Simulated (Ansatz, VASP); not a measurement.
# B2Pt: VASP beside Ansatz

```xyz
3
Lattice="3.0536 0.0000 0.0000 -1.5268 2.6445 0.0000 0.0000 0.0000 3.6421" Properties=species:S:1:pos:R:3 pbc="T T T"
B     0.0000    1.7630    1.8211
B     1.5268    0.8815    1.8211
Pt    0.0000    0.0000    0.0000
```

Alike in both runs: functional PBE; k mesh 6 × 6 × 6; occupations gaussian, width 0.1 eV; no spin polarisation.

Ansatz relaxed the structure, and its values are those at the end. VASP's run is a single point on that final structure, the one shown.

|  | VASP | Ansatz |
| --- | --- | --- |
| version | VASP 6.6.1 | Ansatz 0.2.0 |
| potentials or method | VASP PAW PBE potentials, release 64 (B, Pt), cutoff 520 eV | scalar-relativistic, plane waves, PAW |
| valence electrons in the cell | 16 | 24 |

VASP gave:

| Property | Result |
| --- | --- |
| gap on the k mesh at the Fermi level (eV) | none |
| pressure (GPa) | 0.0 |

Q: Estimate Ansatz's values.

A: gap on the k mesh at the Fermi level (eV): none; pressure (GPa): 0.1.

A gap of «none» marks a metal or a gap that the smearing closes. VASP's potentials hold 16 valence electrons a cell and Ansatz's 24, so a difference there can come from the potentials and not from the codes.

The k mesh is coarse, so the values compare programs but aren't converged. Neither program's run includes spin-orbit coupling.
